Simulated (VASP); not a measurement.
A run of VASP 6.6.1 is set up as follows.

INCAR

```
PREC = Accurate ; ENCUT = 520
EDIFF = 1E-6 ; ISMEAR = 0
SIGMA = 0.05 ; LREAL = False
LASPH = True ; NELM = 80
ALGO = Normal ; ISIF = 2
LWAVE = False ; LCHARG = False
GGA = PE ; NBANDS = 18
```

File KPOINTS:

```
Automatic mesh
0
Gamma
  12 12 4
```

POSCAR

```
PtSe2
1.0
    3.7516620337      0.0000000000      0.0000000000
   -1.8758310169      3.2490346276      0.0000000000
    0.0000000000      0.0000000000      6.8205880828
Pt Se
1 2
Direct
    0.0000000000      0.0000000000      0.0000000000
    0.3333333333      0.6666666667      0.2001869949
    0.6666666667      0.3333333333      0.7998130051
```

Potentials or basis: VASP PAW PBE potentials, release 64 (Pt, Se).

Run with:

```bash
$ cat potpaw_PBE.64/Pt/POTCAR potpaw_PBE.64/Se/POTCAR > POTCAR
$ mpirun -np 1 vasp_std > vasp.out
```

(1) Estimate the band gap on the k mesh.

(2) Estimate the largest force.

(3) Predict the pressure.

Results:

(1) 1.03 eV, indirect (least direct gap 1.17 eV).

(2) 0.625 eV/Å.

(3) -2.8 GPa.

Caveat: the cell differs from its parent crystal (strain +0.0450 x Voigt [0, 0, 1, 0, 0, 0]); spin-orbit coupling is left out, which moves the levels of the heavy elements; this functional lacks dispersion, which binds the layers, so the pressure and a relaxed spacing across them are unreliable.
